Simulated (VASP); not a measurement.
Here is a VASP 6.6.1 calculation.

The input INCAR:

```
SYSTEM = MnO
  ALGO = Normal
  EDIFF = 1E-6
  ENCUT = 520
  GGA = PE
  ISIF = 2
  ISMEAR = -1
  ISPIN = 2
  ISYM = 0
  LASPH = .True.
  LCHARG = .True.
  LDAU = .True.
  LDAUJ = 0 0
  LDAUL = 2 -1
  LDAUPRINT = 1
  LDAUTYPE = 2
  LDAUU = 3.9 0
  LELF = .True.
  LMAXMIX = 4
  LORBIT = 11
  LREAL = .False.
  LVHAR = .True.
  LWAVE = .False.
  MAGMOM = 4.5 4.5 0 0
  NBANDS = 31
  NELM = 150
  PREC = Accurate
  SIGMA = 0.05
```

The input KPOINTS:

```
k-points
0
Gamma
  7 4 7
  0 0 0
```

The input POSCAR:

```
MnO
1.0
    0.0000000000      2.2220000000      2.2220000000
    4.4440000000      0.0000000000      4.4440000000
    2.2220000000      2.2220000000      0.0000000000
Mn O
2 2
Direct
    0.0000000000      0.0000000000      0.0000000000
    0.0000000000      0.5000000000      0.0000000000
    0.5000000000      0.2500000000      0.5000000000
    0.5000000000      0.7500000000      0.5000000000
```

Potentials or basis: VASP PAW PBE potentials, release 64 (Mn_pv, O).

Run with:

```bash
$ cat potpaw_PBE.64/Mn_pv/POTCAR potpaw_PBE.64/O/POTCAR > POTCAR
$ mpirun -np 1 vasp_std > vasp.out
```

Problem. Estimate the band gap on the k mesh.

Solution. 0.21 eV.

Problem. Estimate the net moment.

Solution. 10.00 μB per cell.

Eigenvalues of the final occupation matrices:
```tsv
site	spin	trace	eigenvalues
site 1 d	1	4.78	0.94 0.94 0.94 0.98 0.98
site 1 d	2	0.20	0.02 0.02 0.02 0.07 0.07
site 2 d	1	4.78	0.94 0.94 0.94 0.98 0.98
site 2 d	2	0.20	0.02 0.02 0.02 0.07 0.07
```

Caveat: only a ferromagnetic start was run, and an antiferromagnetic order may lie lower in energy. The state reached can hang on the start; a lower one may exist.
